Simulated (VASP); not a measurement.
# InP (gw) (F-43m) in VASP: single point with PBEsol

Aim: the single point of InP (gw) with PBEsol.

Everything below comes from runs of VASP 6.6.1. Logs are shortened: lines on timing, memory, paths and dates and some standing lists are left out, and cuts for length are marked.

## 1. The cell of the first run

It takes space group F-43m (No. 216, cubic). Conventional cell: a = 5.879 Å, b = 5.879 Å, c = 5.879 Å, α = 90.00°, β = 90.00°, γ = 90.00°. In (site symmetry -43m) has 4 P at 2.55 Å within 3.4 Å. P (site symmetry -43m) has 4 In at 2.55 Å within 3.4 Å.

## 2. Single point, PBEsol

Contents of INCAR:

```
SYSTEM = InP
PREC = Accurate
ENCUT = 500
EDIFF = 1E-6
ISMEAR = 0
SIGMA = 0.01
LREAL = .FALSE.
LASPH = .TRUE.
NELM = 120
ALGO = Normal
ISIF = 2
LWAVE = .FALSE.
LCHARG = .FALSE.
GGA = PS
NBANDS = 16
GGA_COMPAT = .FALSE.
```

Contents of KPOINTS:

```
regular mesh
0
G
  4 4 4
  0 0 0
```

Contents of POSCAR:

```
InP
1.0
    0.0000000000      2.9394395695      2.9394395695
    2.9394395695      0.0000000000      2.9394395695
    2.9394395695      2.9394395695      0.0000000000
In P
1 1
Direct
    0.0000000000      0.0000000000      0.0000000000
    0.2500000000      0.2500000000      0.2500000000
```

Potentials or basis: VASP PAW PBE potentials, release 64 (In_d, P).

On the command line:

```sh
cat potpaw_PBE.64/In_d/POTCAR potpaw_PBE.64/P/POTCAR > POTCAR
mpirun -np 1 vasp_std > vasp.out
```

OUTCAR:

```text
SYSTEM = InP
   PREC = Accurate
   ENCUT = 500
   EDIFF = 1E-6
   ISMEAR = 0
   LREAL = .FALSE.
   LASPH = .TRUE.
   NELM = 120
   ISIF = 2
   GGA = PS

 ion  position               nearest neighbor table
   1  0.000  0.000  0.000-   2 2.55   2 2.55   2 2.55   2 2.55
   2  0.250  0.250  0.250-   1 2.55   1 2.55   1 2.55   1 2.55

  LATTYP: Found a face centered cubic cell.
 ALAT       =     5.8788791390

  Lattice vectors:

 A1 = (   0.0000000000,   2.9394395695,   2.9394395695)
 A2 = (   2.9394395695,   0.0000000000,   2.9394395695)
 A3 = (   2.9394395695,   2.9394395695,   0.0000000000)

Analysis of symmetry for initial positions (statically):
=====================================================================
 Subroutine PRICEL returns:
 Original cell was already a primitive cell.

 Routine SETGRP: Setting up the symmetry group for a
 face centered cubic supercell.

 Subroutine GETGRP returns: Found 24 space group operations
 (whereof 24 operations were pure point group operations)
 out of a pool of 48 trial point group operations.

The static configuration has the point symmetry T_d .

Analysis of symmetry for dynamics (positions and initial velocities):
=====================================================================
 Subroutine PRICEL returns:
 Original cell was already a primitive cell.

 Routine SETGRP: Setting up the symmetry group for a
 face centered cubic supercell.

 Subroutine GETGRP returns: Found 24 space group operations
 (whereof 24 operations were pure point group operations)
 out of a pool of 48 trial point group operations.

The dynamic configuration has the point symmetry T_d .

 Subroutine INISYM returns: Found 24 space group operations
 (whereof 24 operations are pure point group operations),
 and found     1 'primitive' translations

----------------------------------------------------------------------------------------

                                     Primitive cell

  volume of cell :      50.7953

  direct lattice vectors                    reciprocal lattice vectors
     0.000000000  2.939439570  2.939439570    -0.170100452  0.170100452  0.170100452
     2.939439570  0.000000000  2.939439570     0.170100452 -0.170100452  0.170100452
     2.939439570  2.939439570  0.000000000     0.170100452  0.170100452 -0.170100452

  length of vectors
     4.156995305  4.156995305  4.156995305     0.294622626  0.294622626  0.294622626

  position of ions in fractional coordinates (direct lattice)
     0.000000000  0.000000000  0.000000000
     0.250000000  0.250000000  0.250000000

  ion indices of the primitive-cell ions
   primitive index   ion index
                 1           1
                 2           2

----------------------------------------------------------------------------------------

 KPOINTS: regular mesh

Automatic generation of k-mesh.
 Grid dimensions read from file:
 generate k-points for:    4    4    4

 Generating k-lattice:

  Cartesian coordinates                     Fractional coordinates (reciprocal lattice)
    -0.042525113  0.042525113  0.042525113     0.250000000  0.000000000  0.000000000
     0.042525113 -0.042525113  0.042525113     0.000000000  0.250000000  0.000000000
     0.042525113  0.042525113 -0.042525113     0.000000000  0.000000000  0.250000000

  Length of vectors
     0.073655656  0.073655656  0.073655656

  Shift w.r.t. Gamma in fractional coordinates (k-lattice)
     0.000000000  0.000000000  0.000000000

 Subroutine IBZKPT returns following result:
 ===========================================

 Found      8 irreducible k-points:

 Following reciprocal coordinates:
            Coordinates               Weight
  0.000000  0.000000  0.000000      1.000000
  0.250000  0.000000  0.000000      8.000000
  0.500000  0.000000  0.000000      4.000000
  0.250000  0.250000  0.000000      6.000000
  0.500000  0.250000  0.000000     24.000000
 -0.250000  0.250000  0.000000     12.000000
  0.500000  0.500000  0.000000      3.000000
 -0.250000  0.500000  0.250000      6.000000
   k-points           NKPTS =      8   k-points in BZ     NKDIM =      8   number of bands    NBANDS=     16
   number of dos      NEDOS =    301   number of ions     NIONS =      2
   total plane-waves  NPLWV =  27000
   dimension x,y,z NGX =    30 NGY =   30 NGZ =   30
   dimension x,y,z NGXF=    60 NGYF=   60 NGZF=   60
   ions per type =               1   1
   NGX,Y,Z   is equivalent  to a cutoff of  12.00, 12.00, 12.00 a.u.
   NGXF,Y,Z  is equivalent  to a cutoff of  24.00, 24.00, 24.00 a.u.
 SYSTEM =  InP
   PREC   = accura    normal or accurate (medium, high low for compatibility)
   ISTART =      0    job   : 0-new  1-cont  2-samecut
   ICHARG =      2    charge: 1-file 2-atom 10-const
   ISPIN  =      1    spin polarized calculation?
   LNONCOLLINEAR =      F non collinear calculations
   LSORBIT =      F    spin-orbit coupling
   LASPH  =      T    aspherical Exc in radial PAW
   ENCUT  =  500.0 eV  36.75 Ry    6.06 a.u.   7.58  7.58  7.58*2*pi/ulx,y,z
   NELM   =    120;   NELMIN=  2; NELMDL= -5     # of ELM steps
   EDIFF  = 0.1E-05   stopping-criterion for ELM
   LREAL  =      F    real-space projection
   EDIFFG = 0.1E-04   stopping-criterion for IOM
   NSW    =      0    number of steps for IOM
   IBRION =     -1    ionic relax: 0-MD 1-quasi-New 2-CG
   NFREE  =      0    steps in history (QN), initial steepest desc. (CG)
   ISIF   =      2    stress and relaxation
   ISYM   =      2    0-nonsym 1-usesym 2-fastsym
   POTIM  = 0.5000    time-step for ionic-motion
   TEBEG  =    0.0;   TEEND  =   0.0 temperature during run
   PSTRESS=    0.0 pullay stress
   NELECT =      18.0000    total number of electrons
   NUPDOWN=      -1.0000    fix difference up-down
   EMIN   =  10.00;   EMAX   =-10.00  energy-range for DOS
   EFERMI =   0.00;   METHOD = LEGACY
   ISMEAR =     0;   SIGMA  =   0.01  broadening in eV -4-tet -1-fermi 0-gaus
   EFERMI_NEDOS =   21; number of points for ismear=-14 and -15
   IALGO  =     38    algorithm
   IMIX   =      4    mixing-type and parameters
     AMIX     =   0.40;   BMIX     =  1.00
     AMIX_MAG =   1.60;   BMIX_MAG =  1.00
  volume/ion in A,a.u.               =      25.40       171.39
  Fermi-wavevector in a.u.,A,eV,Ry     =   1.158487  2.189223 18.260269  1.342092
  Thomas-Fermi vector in A             =   2.295089
   LORBIT       =      0    0 simple, 1 ext, 2 COOP (PROOUT), +10 PAW based schemes
   GGA     = PS    functional components
   LHFCALC =     F    Hartree Fock is set to
   AEXX    =    0.0000 exact exchange contribution
   IVDW    =     0    specifies the selected vdW correction
   LEPSILON=     F    determine dielectric tensor
   LRPA    =     F    only Hartree local field effects (RPA)
 non-spin polarized calculation
 Gauss-broadening in eV      SIGMA  =   0.01
  energy-cutoff  :      500.00
  volume of cell :       50.80
 maximum number of plane-waves:      1308
   NGX = 15   NGY = 15   NGZ = 15

 number of electron      18.0000005 magnetization

 Free energy of the ion-electron system (eV)
  ---------------------------------------------------
  ext. energy  EPLUGINS =         0.00000000
  ---------------------------------------------------
  free energy    TOTEN  =        -9.03911246 eV

  energy without entropy =       -9.03911246  energy(sigma->0) =       -9.03911246

 E-fermi :   5.0887     XC(G=0):  -9.4211

 val. band max:        5.0393110037   @ k =   0.0000   0.0000   0.0000
 cond. band min:       5.5883024388   @ k =   0.0000   0.0000   0.0000
 fundamental gap:      0.5489914351
 Fermi energy:         5.0887223268

 k-point     1 :       0.0000    0.0000    0.0000
  band No.  band energies     occupation
      1      -9.1423      2.00000
      2      -9.1423      2.00000
      3      -9.1423      2.00000
      4      -8.9947      2.00000
      5      -8.9947      2.00000
      6      -6.4526      2.00000
[... 8 lines left out ...]
     15      14.4288      0.00000
     16      14.4288      0.00000

 k-point     2 :       0.2500    0.0000    0.0000
  band No.  band energies     occupation
      1      -9.2021      2.00000
      2      -9.1196      2.00000
      3      -9.1196      2.00000
      4      -8.9922      2.00000
      5      -8.9922      2.00000
      6      -5.7783      2.00000
[... 8 lines left out ...]
     15      13.5254      0.00000
     16      13.9297      0.00000

 k-point     3 :       0.5000    0.0000    0.0000
  band No.  band energies     occupation
      1      -9.2569      2.00000
      2      -9.1045      2.00000
      3      -9.1045      2.00000
      4      -8.9813      2.00000
      5      -8.9813      2.00000
      6      -4.7279      2.00000
[... 8 lines left out ...]
     15      15.6050      0.00000
     16      15.6050      0.00000

 k-point     4 :       0.2500    0.2500    0.0000
  band No.  band energies     occupation
      1      -9.2411      2.00000
      2      -9.0923      2.00000
      3      -9.0923      2.00000
      4      -9.0178      2.00000
      5      -8.9775      2.00000
      6      -5.5564      2.00000
[... 8 lines left out ...]
     15      14.9735      0.00000
     16      16.8883      0.00000

 k-point     5 :       0.5000    0.2500    0.0000
  band No.  band energies     occupation
      1      -9.2795      2.00000
      2      -9.0820      2.00000
      3      -9.0695      2.00000
      4      -9.0146      2.00000
      5      -8.9738      2.00000
      6      -4.4686      2.00000
[... 8 lines left out ...]
     15      15.7432      0.00000
     16      16.9029      0.00000

 k-point     6 :      -0.2500    0.2500    0.0000
  band No.  band energies     occupation
      1      -9.2513      2.00000
      2      -9.0979      2.00000
      3      -9.0899      2.00000
      4      -8.9960      2.00000
      5      -8.9898      2.00000
      6      -4.8601      2.00000
[... 8 lines left out ...]
     15      15.2519      0.00000
     16      16.7882      0.00000

 k-point     7 :       0.5000    0.5000    0.0000
  band No.  band energies     occupation
      1      -9.3217      2.00000
      2      -9.0455      2.00000
      3      -9.0398      2.00000
      4      -9.0398      2.00000
      5      -8.9602      2.00000
      6      -4.0689      2.00000
[... 8 lines left out ...]
     15      15.7810      0.00000
     16      16.7643      0.00000

 k-point     8 :      -0.2500    0.5000    0.2500
  band No.  band energies     occupation
      1      -9.2883      2.00000
      2      -9.0840      2.00000
      3      -9.0484      2.00000
      4      -9.0149      2.00000
      5      -8.9799      2.00000
      6      -3.9892      2.00000
[... 8 lines left out ...]
     15      16.2715      0.00000
     16      16.8974      0.00000

------------------------ aborting loop because EDIFF is reached ----------------------------------------

  FORCE on cell =-STRESS in cart. coord.  units (eV):
  Direction    XX          YY          ZZ          XY          YZ          ZX
  --------------------------------------------------------------------------------------
  -------------------------------------------------------------------------------------
  Total        0.0488460      0.0488460      0.0488460      0.0000000      0.0000000      0.0000000
  in kB        1.5406918      1.5406918      1.5406918      0.0000000      0.0000000      0.0000000
  external PRESSURE =       1.5406918 kB  Pullay stress =       0.0000000 kB

 VOLUME and BASIS-vectors are now :
 -----------------------------------------------------------------------------
  energy-cutoff  :      500.00
  volume of cell :       50.80
      direct lattice vectors                 reciprocal lattice vectors
     0.000000000  2.939439570  2.939439570    -0.170100452  0.170100452  0.170100452
     2.939439570  0.000000000  2.939439570     0.170100452 -0.170100452  0.170100452
     2.939439570  2.939439570  0.000000000     0.170100452  0.170100452 -0.170100452

 POSITION                                       TOTAL-FORCE (eV/Angst)
 -----------------------------------------------------------------------------------
      0.00000      0.00000      0.00000        -0.000000     -0.000000     -0.000000
      1.46972      1.46972      1.46972         0.000000      0.000000      0.000000
 -----------------------------------------------------------------------------------
    total drift:                                0.000000      0.000000     -0.000000

  FREE ENERGIE OF THE ION-ELECTRON SYSTEM (eV)
  ---------------------------------------------------
  free  energy   TOTEN  =        -9.0391124616 eV

  energy  without entropy=       -9.0391124616  energy(sigma->0) =       -9.03911246
```

Run time: 5 s. Hardware: 1 thread of Intel Xeon Platinum 8559C (Emerald Rapids), shared host; peak memory 0.15 GiB.

Results:

```yaml
Free_energy: -9.0391 eV
Pressure: 0.2 GPa
Band_gap_on_the_k_mesh: 0.55 eV, direct
```

Caveat: the k points lie up to 0.46 Å⁻¹ apart; the PAW data sets were made with another functional, which shifts forces and pressure a little; spin-orbit coupling is left out, which moves the levels of the heavy elements.
